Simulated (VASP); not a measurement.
# Sc3SbP2 (P-4m2) in VASP: notebook, part 2 of 3

VASP 6.6.1. The steps go on from the part before.

**3. Single point, PBE**

This run uses another cell than the first one, of 19.83 Å³/atom.

The input, INCAR:

```
  ALGO = Fast
  EDIFF = 1E-7
  ENCUT = 520
  GGA = PE
  ISIF = 2
  ISMEAR = 0
  LASPH = True
  LCHARG = True
  LELF = True
  LREAL = False
  LVHAR = True
  LWAVE = False
  NBANDS = 33
  NELM = 100
  PREC = Accurate
  SIGMA = 0.1
```

The input, KPOINTS:

```
k-points
0
Gamma
  4 4 4
```

The input, POSCAR:

```
Sc3SbP2
1.0
    3.9119905017      0.0000000000      0.0000000000
    0.0000000000      3.9119905017      0.0000000000
    0.0000000000      0.0000000000      7.7750231157
Sc Sb P
3 1 2
Direct
    0.0000000000      0.0000000000      0.0000000000
    0.5000000000      0.0000000000      0.6457136689
    0.0000000000      0.5000000000      0.3542863311
    0.5000000000      0.5000000000      0.0000000000
    0.5000000000      0.0000000000      0.3112880041
    0.0000000000      0.5000000000      0.6887119959
```

Potentials or basis: VASP PAW PBE potentials, release 64 (Sc_sv, Sb, P).

Command:

```
cat potpaw_PBE.64/Sc_sv/POTCAR potpaw_PBE.64/Sb/POTCAR potpaw_PBE.64/P/POTCAR > POTCAR
mpirun -np 1 vasp_std > vasp.out
```

OUTCAR:

```text
EDIFF = 1E-7
   ENCUT = 520
   GGA = PE
   ISIF = 2
   ISMEAR = 0
   LASPH = True
   LREAL = False
   NELM = 100
   PREC = Accurate

 ion  position               nearest neighbor table
   1  0.000  0.000  0.000-   4 2.77   4 2.77   4 2.77   4 2.77   6 3.11   6 3.11   5 3.11   5 3.11
                             2 3.38   3 3.38   3 3.38   2 3.38
   2  0.500  0.000  0.646-   5 2.60   6 2.79   6 2.79   6 2.79   6 2.79   1 3.38   1 3.38   4 3.38
[... 857 lines left out ...]
  -------------------------------------------------------------------------------------
  Total        0.0977173      0.0977173      0.1056950      0.0000000      0.0000000      0.0000000
  in kB        1.3157841      1.3157841      1.4232055      0.0000000      0.0000000      0.0000000
  external PRESSURE =       1.3515912 kB  Pullay stress =       0.0000000 kB

 VOLUME and BASIS-vectors are now :
 -----------------------------------------------------------------------------
  energy-cutoff  :      520.00
  volume of cell :      118.99
      direct lattice vectors                 reciprocal lattice vectors
     3.911990502  0.000000000  0.000000000     0.255624343  0.000000000  0.000000000
     0.000000000  3.911990502  0.000000000     0.000000000  0.255624343  0.000000000
     0.000000000  0.000000000  7.775023116     0.000000000  0.000000000  0.128616981

 POSITION                                       TOTAL-FORCE (eV/Angst)
 -----------------------------------------------------------------------------------
      0.00000      0.00000      0.00000        -0.000000      0.000000      0.000000
      1.95600      0.00000      5.02044         0.000000     -0.000000      0.005020
      0.00000      1.95600      2.75458        -0.000000     -0.000000     -0.005020
      1.95600      1.95600      0.00000        -0.000000     -0.000000      0.000000
      1.95600      0.00000      2.42027        -0.000000     -0.000000     -0.023775
      0.00000      1.95600      5.35475        -0.000000      0.000000      0.023775
 -----------------------------------------------------------------------------------
    total drift:                                0.000000     -0.000000      0.000000

  FREE ENERGIE OF THE ION-ELECTRON SYSTEM (eV)
  ---------------------------------------------------
  free  energy   TOTEN  =       -39.5988595014 eV

  energy  without entropy=      -39.5764800062  energy(sigma->0) =      -39.58766975
```

stdout:

```text
POSCAR found type information on POSCAR ScSbP
 POSCAR found :  3 types and       6 ions
 scaLAPACK will be used
 LDA part: xc-table for (Slater+PW92), standard interpolation
 POSCAR, INCAR and KPOINTS ok, starting setup
 FFT: planning ... GRIDC
 FFT: planning ... GRID_SOFT
 FFT: planning ... GRID
 WAVECAR not read
 entering main loop
```

Run time: 3.9 min. Hardware: 1 thread of Oxide Virtual Turin-like, shared host; peak memory 0.22 GiB.

Results:

```
Free energy            : -39.5989 eV
Pressure               : 0.1 GPa
Largest force          : 0.024 eV/Å
Band gap on the k mesh : zero (bands 24 and 25 overlap by 0.91 eV)
```

Forces on the atoms (eV/Å):
```
Sc   0.000  0.000  0.000
Sc   0.000  0.000  0.005
Sc   0.000  0.000 -0.005
Sb   0.000  0.000  0.000
P    0.000  0.000 -0.024
P    0.000  0.000  0.024
```

Levels at points of the mesh, in eV from the Fermi level:
```csv
k point,band 20,band 21,band 22,band 23,band 24,band 25,band 26,band 27,band 28,band 29
"(0.00, 0.00, 0.00)",-1.67,-1.67,-1.34,-0.89,-0.19,-0.19,0.09,0.85,1.35,1.45
"(0.50, 0.00, 0.00)",-2.49,-2.45,-2.12,-1.76,-0.20,0.51,1.16,1.68,1.78,2.06
"(0.50, 0.50, 0.00)",-3.23,-3.20,-2.35,-2.35,-0.94,0.29,1.52,1.77,1.77,2.01
"(0.00, 0.00, 0.50)",-1.72,-1.72,-1.72,-0.82,0.29,0.38,0.38,0.89,0.89,0.97
"(0.50, 0.00, 0.50)",-3.03,-2.46,-2.17,-1.60,-0.24,0.71,0.77,1.53,1.72,1.83
"(0.50, 0.50, 0.50)",-3.67,-2.27,-1.52,-1.52,-1.50,-0.44,1.16,1.16,2.00,2.17
```

Caveat: the k points lie up to 0.40 Å⁻¹ apart, too coarse for converged energies and pressures of a metal; spin-orbit coupling is left out, which moves the levels of the heavy elements.

**4. Relaxation of cell and atoms, PBE**

The input, INCAR:

```
PREC = Accurate
ENCUT = 600
EDIFF = 1E-6
ISMEAR = 0
SIGMA = 0.1
LREAL = F
LASPH = T
NELM = 80
ALGO = Normal
ISIF = 3
LWAVE = F
LCHARG = F
GGA = PE
IBRION = 2
NSW = 90
EDIFFG = -0.04
```

The input, KPOINTS:

```
regular mesh
0
Gamma
  4 4 4
```

The input, POSCAR:

```
Sc3SbP2
1.0
    4.0210367900      0.0000000000      0.0000000000
    0.0000000000      4.0210367900      0.0000000000
    0.0000000000      0.0000000000      6.6887373300
Sc Sb P
3 1 2
Direct
    0.0000000000      0.0000000000      0.0000000000
    0.5000000000      0.0000000000      0.6756250300
    0.0000000000      0.5000000000      0.3243749700
    0.5000000000      0.5000000000      0.0000000000
    0.5000000000      0.0000000000      0.2671410100
    0.0000000000      0.5000000000      0.7328589900
```

Potentials or basis: VASP PAW PBE potentials, release 64 (Sc_sv, Sb, P).

Command:

```
cat potpaw_PBE.64/Sc_sv/POTCAR potpaw_PBE.64/Sb/POTCAR potpaw_PBE.64/P/POTCAR > POTCAR
mpirun -np 1 vasp_std > vasp.out
```

OUTCAR:

```text
PREC = Accurate
   ENCUT = 600
   EDIFF = 1E-6
   ISMEAR = 0
   LREAL = F
   LASPH = T
   NELM = 80
   ISIF = 3
   GGA = PE
   IBRION = 2
   NSW = 90
   EDIFFG = -0.04

 ion  position               nearest neighbor table
   1  0.000  0.000  0.000-   5 2.69   6 2.69   6 2.69   5 2.69   4 2.84   4 2.84   4 2.84   4 2.84
                             2 2.96   3 2.96   3 2.96   2 2.96
   2  0.500  0.000  0.676-   5 2.73   6 2.87   6 2.87   6 2.87   6 2.87   1 2.96   1 2.96   4 2.96
                             4 2.96
   3  0.000  0.500  0.324-   6 2.73   5 2.87   5 2.87   5 2.87   5 2.87   1 2.96   4 2.96   4 2.96
                             1 2.96
   4  0.500  0.500  0.000-   5 2.69   6 2.69   5 2.69   6 2.69   1 2.84   1 2.84   1 2.84   1 2.84
                             2 2.96   3 2.96   2 2.96   3 2.96
   5  0.500  0.000  0.267-   1 2.69   4 2.69   4 2.69   1 2.69   2 2.73   3 2.87   3 2.87   3 2.87
                             3 2.87
   6  0.000  0.500  0.733-   1 2.69   4 2.69   1 2.69   4 2.69   3 2.73   2 2.87   2 2.87   2 2.87
                             2 2.87

  LATTYP: Found a simple tetragonal cell.
 ALAT       =     4.0210367900
 C/A-ratio  =     1.6634359941

  Lattice vectors:

 A1 = (   4.0210367900,   0.0000000000,   0.0000000000)
 A2 = (   0.0000000000,   4.0210367900,   0.0000000000)
 A3 = (   0.0000000000,   0.0000000000,   6.6887373300)

Analysis of symmetry for initial positions (statically):
=====================================================================
 Subroutine PRICEL returns:
 Original cell was already a primitive cell.

 Routine SETGRP: Setting up the symmetry group for a
 simple tetragonal supercell.

 Subroutine GETGRP returns: Found  8 space group operations
 (whereof  8 operations were pure point group operations)
 out of a pool of 16 trial point group operations.

The static configuration has the point symmetry D_2d.

Analysis of symmetry for dynamics (positions and initial velocities):
=====================================================================
 Subroutine PRICEL returns:
 Original cell was already a primitive cell.

 Routine SETGRP: Setting up the symmetry group for a
 simple tetragonal supercell.

 Subroutine GETGRP returns: Found  8 space group operations
 (whereof  8 operations were pure point group operations)
 out of a pool of 16 trial point group operations.

The dynamic configuration has the point symmetry D_2d.

 Subroutine INISYM returns: Found  8 space group operations
 (whereof  8 operations are pure point group operations),
 and found     1 'primitive' translations

----------------------------------------------------------------------------------------

                                     Primitive cell

  volume of cell :     108.1484

  direct lattice vectors                    reciprocal lattice vectors
     4.021036790  0.000000000  0.000000000     0.248692079  0.000000000  0.000000000
     0.000000000  4.021036790  0.000000000     0.000000000  0.248692079  0.000000000
     0.000000000  0.000000000  6.688737330     0.000000000  0.000000000  0.149505049

  length of vectors
     4.021036790  4.021036790  6.688737330     0.248692079  0.248692079  0.149505049

  position of ions in fractional coordinates (direct lattice)
     0.000000000  0.000000000  0.000000000
     0.500000000  0.000000000  0.675625030
     0.000000000  0.500000000  0.324374970
     0.500000000  0.500000000  0.000000000
     0.500000000  0.000000000  0.267141010
[... 44 lines left out ...]
  0.500000  0.500000  0.000000      1.000000
[... 10 lines left out ...]
  0.500000  0.250000  0.500000      4.000000
  0.500000  0.500000  0.500000      1.000000
   k-points           NKPTS =     18   k-points in BZ     NKDIM =     18   number of bands    NBANDS=     28
   number of dos      NEDOS =    301   number of ions     NIONS =      6
   total plane-waves  NPLWV =  55296
   dimension x,y,z NGX =    32 NGY =   32 NGZ =   54
   dimension x,y,z NGXF=    64 NGYF=   64 NGZF=  108
   ions per type =               3   1   2
   NGX,Y,Z   is equivalent  to a cutoff of  13.23, 13.23, 13.42 a.u.
   NGXF,Y,Z  is equivalent  to a cutoff of  26.46, 26.46, 26.84 a.u.
 SYSTEM =  unknown system
   PREC   = accura    normal or accurate (medium, high low for compatibility)
   ISTART =      0    job   : 0-new  1-cont  2-samecut
   ICHARG =      2    charge: 1-file 2-atom 10-const
   ISPIN  =      1    spin polarized calculation?
   LNONCOLLINEAR =      F non collinear calculations
   LSORBIT =      F    spin-orbit coupling
   LASPH  =      T    aspherical Exc in radial PAW
   ENCUT  =  600.0 eV  44.10 Ry    6.64 a.u.   8.03  8.03 13.36*2*pi/ulx,y,z
   NELM   =     80;   NELMIN=  2; NELMDL= -5     # of ELM steps
   EDIFF  = 0.1E-05   stopping-criterion for ELM
   LREAL  =      F    real-space projection
   EDIFFG = -.4E-01   stopping-criterion for IOM
   NSW    =     90    number of steps for IOM
   IBRION =      2    ionic relax: 0-MD 1-quasi-New 2-CG
   NFREE  =      1    steps in history (QN), initial steepest desc. (CG)
   ISIF   =      3    stress and relaxation
   ISYM   =      2    0-nonsym 1-usesym 2-fastsym
   POTIM  = 0.5000    time-step for ionic-motion
   TEBEG  =    0.0;   TEEND  =   0.0 temperature during run
   PSTRESS=    0.0 pullay stress
   NELECT =      48.0000    total number of electrons
   NUPDOWN=      -1.0000    fix difference up-down
   EMIN   =  10.00;   EMAX   =-10.00  energy-range for DOS
   EFERMI =   0.00;   METHOD = LEGACY
   ISMEAR =     0;   SIGMA  =   0.10  broadening in eV -4-tet -1-fermi 0-gaus
   EFERMI_NEDOS =   21; number of points for ismear=-14 and -15
   IALGO  =     38    algorithm
   IMIX   =      4    mixing-type and parameters
     AMIX     =   0.40;   BMIX     =  1.00
     AMIX_MAG =   1.60;   BMIX_MAG =  1.00
  volume/ion in A,a.u.               =      18.02       121.64
  Fermi-wavevector in a.u.,A,eV,Ry     =   1.248768  2.359830 21.217225  1.559422
  Thomas-Fermi vector in A             =   2.382840
   LORBIT       =      0    0 simple, 1 ext, 2 COOP (PROOUT), +10 PAW based schemes
   GGA     = PE    functional components
   LHFCALC =     F    Hartree Fock is set to
   AEXX    =    0.0000 exact exchange contribution
   IVDW    =     0    specifies the selected vdW correction
   LEPSILON=     F    determine dielectric tensor
   LRPA    =     F    only Hartree local field effects (RPA)
 conjugate gradient relaxation of ions
 non-spin polarized calculation
 Gauss-broadening in eV      SIGMA  =   0.10
  energy-cutoff  :      600.00
  volume of cell :      108.15
 maximum number of plane-waves:      3660
   NGX = 17   NGY = 17   NGZ = 27

--------------------------------------- Ionic step        1  -------------------------------------------

 number of electron      48.0000007 magnetization

 Free energy of the ion-electron system (eV)
  ---------------------------------------------------
  ext. energy  EPLUGINS =         0.00000000
  ---------------------------------------------------
  free energy    TOTEN  =       -37.29666604 eV

  energy without entropy =      -37.26655259  energy(sigma->0) =      -37.28160932

------------------------ aborting loop because EDIFF is reached ----------------------------------------

  FORCE on cell =-STRESS in cart. coord.  units (eV):
  Direction    XX          YY          ZZ          XY          YZ          ZX
  --------------------------------------------------------------------------------------
  -------------------------------------------------------------------------------------
  Total        2.9299340      2.9299340     18.2814138      0.0000000      0.0000000      0.0000000
  in kB       43.4058416     43.4058416    270.8320940      0.0000000      0.0000000      0.0000000
  external PRESSURE =     119.2145924 kB  Pullay stress =       0.0000000 kB
[... 101 lines left out ...]
  FREE ENERGIE OF THE ION-ELECTRON SYSTEM (eV)
  ---------------------------------------------------
  free  energy   TOTEN  =       -39.0353302012 eV

  energy  without entropy=      -39.0063823870  energy(sigma->0) =      -39.02085629

[... ionic steps 4 to 8 ...]

--------------------------------------- Ionic step        9  -------------------------------------------

 number of electron      47.9999991 magnetization

------------------------ aborting loop because EDIFF is reached ----------------------------------------
[... 75 lines left out ...]
--------------------------------------- Ionic step       11  -------------------------------------------

 number of electron      47.9999998 magnetization

 Free energy of the ion-electron system (eV)
  ---------------------------------------------------
  ext. energy  EPLUGINS =         0.00000000
  ---------------------------------------------------
  free energy    TOTEN  =       -39.59648372 eV

  energy without entropy =      -39.57378341  energy(sigma->0) =      -39.58513356

 E-fermi :   6.9004     XC(G=0): -10.6199

 val. band max:        6.8481846247   @ k =   0.2500   0.0000   0.2500
 cond. band min:       6.9311941752   @ k =   0.0000   0.0000   0.2500
 fundamental gap:      0.0830095505
 Fermi energy:         6.9004377539

 k-point     1 :       0.0000    0.0000    0.0000
  band No.  band energies     occupation
      1     -42.8827      2.00000
      2     -42.8623      2.00000
      3     -42.8562      2.00000
      4     -21.6059      2.00000
      5     -21.5631      2.00000
      6     -21.5631      2.00000
[... 580 lines left out ...]
  FREE ENERGIE OF THE ION-ELECTRON SYSTEM (eV)
  ---------------------------------------------------
  free  energy   TOTEN  =       -39.5964837238 eV

  energy  without entropy=      -39.5737834061  energy(sigma->0) =      -39.58513356

 reached required accuracy - stopping structural energy minimisation
```

Run time: 12 min. Hardware: 1 thread of Oxide Virtual Turin-like, shared host; peak memory 0.23 GiB.

What came out:

```
Free energy                           : -39.5965 eV
Relaxed volume                        : 19.81 Å³/atom
Relaxed cell                          : a = 3.914 Å, b = 3.914 Å, c = 7.759 Å, α = 90.00°, β = 90.00°, γ = 90.00°
Space group after relaxing (to 0.1 Å) : P-4m2 (No. 115)
Energy gained by relaxing             : 383.3 meV/atom
Ionic steps                           : 11
Pressure after relaxing               : 0.1 GPa
Largest force after relaxing          : 0.017 eV/Å
Band gap on the k mesh                : zero (bands 24 and 25 overlap by 0.91 eV)
```

Forces in eV/Å, atoms in the order of the input:
```
Sc   0.000  0.000  0.000
Sc   0.000  0.000 -0.007
Sc   0.000  0.000  0.007
Sb   0.000  0.000  0.000
P    0.000  0.000  0.017
P    0.000  0.000 -0.017
```

Stress tensor (GPa, compression positive):
```
0.05 0.00 0.00
0.00 0.05 0.00
0.00 0.00 0.24
```

The path:
```tsv
step	energy change (eV)	largest force (eV/Å)	pressure (GPa)	volume (Å³)
1	0.0000	3.0079	11.92	108.15
2	-1.7176	0.9663	-7.23	129.96
3	-1.7387	1.0830	-5.90	127.18
4	-2.2166	0.6077	0.04	117.77
5	-2.2301	0.5038	1.57	116.00
6	-2.2829	0.2697	0.65	117.63
7	-2.2956	0.0907	0.09	118.85
8	-2.2956	0.1026	0.06	118.91
9	-2.2974	0.0766	-0.04	119.05
10	-2.2991	0.0453	-0.27	119.37
11	-2.2998	0.0171	0.12	118.88
```

Final structure:
```
Sc Sb P
1.0
     3.91439    0.00000    0.00000
     0.00000    3.91439    0.00000
     0.00000    0.00000    7.75874
Sc Sb P
3 1 2
Cartesian
  0.0000 0.0000 0.0000
  1.9572 0.0000 5.0098
  0.0000 1.9572 2.7489
  1.9572 1.9572 0.0000
  1.9572 0.0000 2.4061
  0.0000 1.9572 5.3526
```

Levels at points of the mesh, in eV from the Fermi level:
```tsv
k point	band 20	band 21	band 22	band 23	band 24	band 25	band 26	band 27	band 28
(0.00, 0.00, 0.00)	-1.70	-1.70	-1.36	-0.89	-0.18	-0.18	0.09	0.85	1.44
(0.50, 0.00, 0.00)	-2.49	-2.44	-2.11	-1.76	-0.18	0.51	1.15	1.65	1.77
(0.50, 0.50, 0.00)	-3.22	-3.22	-2.36	-2.36	-0.93	0.29	1.55	1.78	1.78
(0.00, 0.00, 0.50)	-1.74	-1.74	-1.73	-0.83	0.29	0.38	0.38	0.90	0.90
(0.50, 0.00, 0.50)	-3.05	-2.47	-2.15	-1.59	-0.22	0.71	0.76	1.51	1.72
(0.50, 0.50, 0.50)	-3.70	-2.26	-1.52	-1.52	-1.49	-0.44	1.19	1.19	2.00
```

Caveat: the k points lie up to 0.40 Å⁻¹ apart in the final cell, too coarse for converged energies and pressures of a metal; a cell axis changed by over 15 % at a fixed basis, so the end point is rough; spin-orbit coupling is left out, which moves the levels of the heavy elements.

(Part 2 of 3 ends here.)

The gap in the log of VASP goes by the Fermi energy; the results here count the filled bands.